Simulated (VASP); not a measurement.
Input of a VASP 6.6.1 run:

INCAR

```
PREC = Accurate ; ENCUT = 520
EDIFF = 1E-6 ; ISMEAR = -1
SIGMA = 0.05 ; LREAL = False
LASPH = True ; NELM = 60
ALGO = Normal ; ISIF = 2
LWAVE = False ; LCHARG = False
GGA = PS ; NBANDS = 18
```

KPOINTS

```
regular mesh
0
Gamma
  15 15 9
```

Contents of POSCAR:

```
Ta
1.0
   -1.6403433495      1.6403433495      1.6403433495
    1.6403433495     -1.6403433495      1.6403433495
    3.2806866990      3.2806866990      0.0000000000
Ta
2
Direct
    0.0000000000      0.0000000000      0.0000000000
    0.5000000000      0.5000000000      0.5000000000
```

Potentials or basis: VASP PAW PBE potentials, release 64 (Ta_pv).

Launch:

```sh
$ cat potpaw_PBE.64/Ta_pv/POTCAR > POTCAR
$ mpirun -np 1 vasp_std > vasp.out
```

Problem. What does it give for the pressure?

Solution. 0.2 GPa.

Problem. Predict the band gap on the k mesh.

Solution. Zero (bands 11 and 12 overlap by 2.75 eV).

Caveat: the PAW data sets were made with another functional, which shifts forces and pressure a little; spin-orbit coupling is left out, which moves the levels of the heavy elements.
